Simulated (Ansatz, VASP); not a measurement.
Two plane-wave programs on HfO2

```
Hf O
1.0
     0.00000   -2.54881   -2.54881
    -2.54881    0.00000   -2.54881
     2.54881    2.54881   -5.09761
Hf O
2 4
Direct
  0.03203 0.03203 0.00000
  0.46797 0.46797 0.50000
  0.12185 0.12185 0.62500
  0.62815 0.62815 0.12500
  0.37815 0.37815 0.87500
  0.87185 0.87185 0.37500
```

Change from the starting cell: mode 4 (81.9 1/cm) frozen in, largest displacement -0.200 Å.

Alike in both runs: task single point; functional PBE; k mesh 6 × 6 × 8; occupations gaussian, width 0.05 eV; no spin polarisation.

```csv
,VASP,Ansatz
version,VASP 6.6.1,Ansatz 0.2.0
potentials or method,"VASP PAW PBE potentials, release 64 (Hf_pv, O), cutoff 520 eV","scalar-relativistic, plane waves, PAW"
valence electrons in the cell,44,76
```

|  | VASP | Ansatz | Ansatz less VASP |
| --- | --- | --- | --- |
| gap on the k mesh at the Fermi level (eV) | 3.97 | 3.97 | -0.002 |
| least direct gap on the mesh (eV) | 3.97 | 3.97 | 0.000 |
| pressure (GPa) | -0.1 | 3.4 | +3.50 |
| traceless stress, the component that is largest in VASP (GPa) | 2.01 | 2.02 | +0.019 |
| rms of the force components (eV/Å) | 0.416 | 0.435 | +0.0185 |

Atom by atom the forces differ by 0.029 eV/Å (rms over components). VASP's potentials hold 44 valence electrons a cell and Ansatz's 76, so a difference there can come from the potentials and not from the codes.

Spin-orbit coupling is off throughout.
